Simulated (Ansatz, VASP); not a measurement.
NaF: VASP beside Ansatz

```
Na F
1.0
     0.00000    2.28582    2.40011
     2.28582    0.00000    2.40011
     2.28582    2.28582    0.00000
Na F
1 1
Cartesian
  0.0000 0.0000 0.0000
  2.2858 2.2858 2.4001
```

Alike in both runs: task single point; functional PBE; k mesh 10 × 10 × 10; occupations gaussian, width 0.05 eV; no spin polarisation.

|  | VASP | Ansatz |
| --- | --- | --- |
| version | VASP 6.6.1 | Ansatz 0.2.0 |
| potentials or method | VASP PAW PBE potentials, release 64 (Na_pv, F), cutoff 520 eV | scalar-relativistic, plane waves, PAW |
| valence electrons in the cell | 14 | 16 |

|  | VASP | Ansatz | Ansatz less VASP |
| --- | --- | --- | --- |
| gap on the k mesh at the Fermi level (eV) | 6.25 | 6.27 | +0.016 |
| least direct gap on the mesh (eV) | 6.25 | 6.27 | +0.016 |
| pressure (GPa) | 1.9 | 2.0 | +0.12 |
| traceless stress, the component that is largest in VASP (GPa) | -2.56 | -2.49 | +0.077 |

With one functional, cell and mesh, what is left measures potentials, basis and numerics. VASP's potentials hold 14 valence electrons a cell and Ansatz's 16, so a difference there can come from the potentials and not from the codes.
